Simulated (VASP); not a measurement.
ZrS2, 3 atoms in the cell. The structure is trigonal, space group P-3m1 (No. 164). The conventional cell has a = 3.564 Å, b = 3.564 Å, c = 5.935 Å, α = 90.00°, β = 90.00°, γ = 120.00°. Zr (site symmetry -3m) has 6 S at 2.54 Å within 3.4 Å. S (site symmetry 3m) has 3 Zr at 2.54 Å within 3.4 Å.  This cell differs from its parent crystal: epitaxial xy strain -3.0%.

```yaml
Program: VASP 6.6.1
Task: single point
Functional: r2SCAN
Potentials_or_basis: VASP PAW PBE potentials, release 64 (Zr_sv, S)
Cutoff: 550 eV
k_mesh: 12 × 12 × 4
Occupations: gaussian, width 0.01 eV
Spin: no spin polarisation
Dipole_correction: no
Further_INCAR_settings: ALGO = Normal; EDIFF = 1e-06; NBANDS = 19
```

Potentials or basis: VASP PAW PBE potentials, release 64 (Zr_sv, S).

Launch:

```console
$ cat potpaw_PBE.64/Zr_sv/POTCAR potpaw_PBE.64/S/POTCAR > POTCAR
$ cp INCAR.step1 INCAR
$ mpirun -np 1 vasp_std > vasp.out
$ cp INCAR.step2 INCAR
$ mpirun -np 1 vasp_std > vasp.out
```

Hardware: 1 thread of Intel(R) Xeon(R) 6975P-C (Granite Rapids) (shared host).

Task: Estimate the wall time of this run.

Result: It took 2.1 min on 1 thread of Intel(R) Xeon(R) 6975P-C (Granite Rapids) (shared host), peak memory 0.25 GiB. Counts: k points 69.
